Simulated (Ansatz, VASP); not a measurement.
# One calculation of C, two programs

The input INCAR:

```
SYSTEM = C
  ALGO = Normal
  EDIFF = 1E-6
  EDIFFG = -0.01
  ENCUT = 600
  GGA = PE
  IBRION = 2
  ISIF = 3
  ISMEAR = 0
  LASPH = .TRUE.
  LCHARG = .FALSE.
  LREAL = .FALSE.
  LWAVE = .FALSE.
  NELM = 60
  NSW = 100
  PREC = Accurate
  SIGMA = 0.1
```

File KPOINTS:

```
k-points
0
G
  12 12 12
  0 0 0
```

Contents of POSCAR:

```
C
1.0
   -2.2140210139      2.2140210139      2.2140210139
    2.2140210139     -2.2140210139      2.2140210139
    2.2140210139      2.2140210139     -2.2140210139
C
8
Direct
    0.5000000000      0.0000000000      0.2500000000
    0.2500000000      0.5000000000      0.0000000000
    0.0000000000      0.7500000000      0.5000000000
    0.7500000000      0.5000000000      0.0000000000
    0.0000000000      0.2500000000      0.5000000000
    0.5000000000      0.0000000000      0.7500000000
    0.7500000000      0.7500000000      0.7500000000
    0.2500000000      0.2500000000      0.2500000000
```

Input for Ansatz:

```yaml
crystal:
  lattice:
    - [-2.2140210139, 2.2140210139, 2.2140210139]
    - [2.2140210139, -2.2140210139, 2.2140210139]
    - [2.2140210139, 2.2140210139, -2.2140210139]
  atoms:
    - { symbol: C, position: [0.5, 0.0, 0.25] }
    - { symbol: C, position: [0.25, 0.5, 0.0] }
    - { symbol: C, position: [0.0, 0.75, 0.5] }
    - { symbol: C, position: [0.75, 0.5, 0.0] }
    - { symbol: C, position: [0.0, 0.25, 0.5] }
    - { symbol: C, position: [0.5, 0.0, 0.75] }
    - { symbol: C, position: [0.75, 0.75, 0.75] }
    - { symbol: C, position: [0.25, 0.25, 0.25] }
basis:
  ecutwfc: 420
kpoints:
  mp_grid: { grid: [12, 12, 12] }
hamiltonian:
  xc: pbe
scf:
  occupations: { method: gaussian, width: 0.1 }
output:
  forces: true
  stress: true
  eigenvalues: true
  write_density: true
  write_potential: true
  elf: true
  volumetric_format: npy
relax:
  adjacent_minimum: "off"
  f_tol: 0.01
  max_steps: 80
  cell: { stress_tol: 0.05 }
```

Alike in both runs: task relaxation of cell and atoms; functional PBE; k mesh 12 × 12 × 12; occupations gaussian, width 0.1 eV; no spin polarisation.

|  | VASP | Ansatz |
| --- | --- | --- |
| version | VASP 6.6.1 | Ansatz 0.2.0 |
| potentials or method | VASP PAW PBE potentials, release 64 (C), cutoff 600 eV | scalar-relativistic, plane waves, PAW |
| valence electrons in the cell | 32 | 32 |

|  | VASP | Ansatz | Ansatz less VASP |
| --- | --- | --- | --- |
| gap on the k mesh at the Fermi level, each at its own relaxed structure (eV) | none | none | - |
| relaxed volume (Å³/atom) | 5.41 | 5.42 | +0.002 |
| relaxed cell length with the largest relative difference (Å) | 3.832 | 3.832 | +0.0005 |

A gap of «none» marks a metal or a gap that the smearing closes.
